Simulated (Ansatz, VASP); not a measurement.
Cd in VASP and in Ansatz

```
CELL_PARAMETERS angstrom
2.89205 0.00000 0.00000
-1.44602 2.50459 0.00000
0.00000 0.00000 5.21908
ATOMIC_POSITIONS crystal
Cd 0.33333 0.66667 0.25000
Cd 0.66667 0.33333 0.75000
```

Change from the starting cell: volume scaled by 0.95, PAW files.

Alike in both runs: task single point; functional LDA; k mesh 16 × 16 × 9; occupations fermi-dirac, width 0.1 eV; no spin polarisation.

|  | VASP | Ansatz |
| --- | --- | --- |
| version | VASP 6.6.1 | Ansatz 0.2.0 |
| potentials or method | VASP PAW LDA potentials, release 64 (Cd) | PAW with Ansatz's default frozen-core files, scalar-relativistic |
| plane-wave cutoff (eV) | 520 | 420 |
| valence electrons in the cell | 24 | 40 |

Ansatz gave:

- pressure (GPa): 4.1
- traceless stress, the component that is largest in VASP (GPa): 0.00

**Question.** What did VASP give for the same quantities?

**Answer.** Pressure (GPa): 5.0; traceless stress, the component that is largest in VASP (GPa): -0.25.

LDA's correlation is that of Perdew and Zunger in VASP and of Perdew and Wang (1992) in Ansatz. VASP's potentials hold 24 valence electrons a cell and Ansatz's 40, so a difference there can come from the potentials and not from the codes.
